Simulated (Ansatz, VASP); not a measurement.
**MnO in VASP and in Ansatz**

```
Mn O
1.0
     2.67239    0.00000    2.67239
     0.00000    2.67239    2.67239
     0.00000    0.00000    5.34478
Mn O
2 2
Direct
  0.00000 0.00000 0.00000
  0.00000 0.00000 0.50000
  0.50000 0.50000 0.75000
  0.50000 0.50000 0.25000
```

Alike in both runs: task single point; functional LDA; k mesh 7 × 7 × 7; occupations gaussian, width 0.05 eV; collinear spin; Hubbard terms Mn d U = 6.0 eV.

|  | VASP | Ansatz |
| --- | --- | --- |
| version | VASP 6.6.1 | Ansatz 0.2.0 |
| potentials or method | VASP PAW LDA potentials, release 64 (Mn_pv, O), cutoff 600 eV | scalar-relativistic, plane waves, PAW |
| valence electrons in the cell | 38 | 42 |

VASP gave:

| Item | Value |
| --- | --- |
| gap on the k mesh at the Fermi level (eV) | 1.00 |
| least direct gap on the mesh (eV) | 1.31 |
| pressure (GPa) | 10.0 |
| net moment per atom (μB) | 2.50 |
| size of the moment on the site where the two differ most (μB) | 4.64 |

Q: Which values does Ansatz return?

A: gap on the k mesh at the Fermi level (eV): 0.79; least direct gap on the mesh (eV): 1.03; pressure (GPa): 15.0; net moment per atom (μB): 2.50; size of the moment on the site where the two differ most (μB): 4.35.

LDA's correlation is that of Perdew and Zunger in VASP and of Perdew and Wang (1992) in Ansatz. Site moments also hang on the region over which each program counts them. The programs project onto different local orbitals, so the same U acts differently, and such runs can settle in different states. VASP's potentials hold 38 valence electrons a cell and Ansatz's 42, so a difference there can come from the potentials and not from the codes.
